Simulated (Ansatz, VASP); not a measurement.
**Al in VASP and in Ansatz**

```
Al
1.0
     0.00000    2.06024    2.06024
     2.06024    0.00000    2.06024
     2.06024    2.06024    0.00000
Al
1
Direct
  0.00000 0.00000 0.00000
```

Alike in both runs: task single point; functional PBE; k mesh 18 × 18 × 18; occupations gaussian, width 0.1 eV; no spin polarisation.

|  | VASP | Ansatz |
| --- | --- | --- |
| version | VASP 6.6.1 | Ansatz 0.2.0 |
| potentials or method | VASP PAW PBE potentials, release 64 (Al), cutoff 500 eV | scalar-relativistic, all-electron LAPW |

|  | VASP | Ansatz | Ansatz less VASP |
| --- | --- | --- | --- |
| gap on the k mesh at the Fermi level (eV) | none | none | - |
| pressure (GPa) | -4.0 | -4.0 | +0.04 |

A gap of «none» marks a metal or a gap that the smearing closes. Ansatz ran all-electron here, and VASP with PAW potentials.
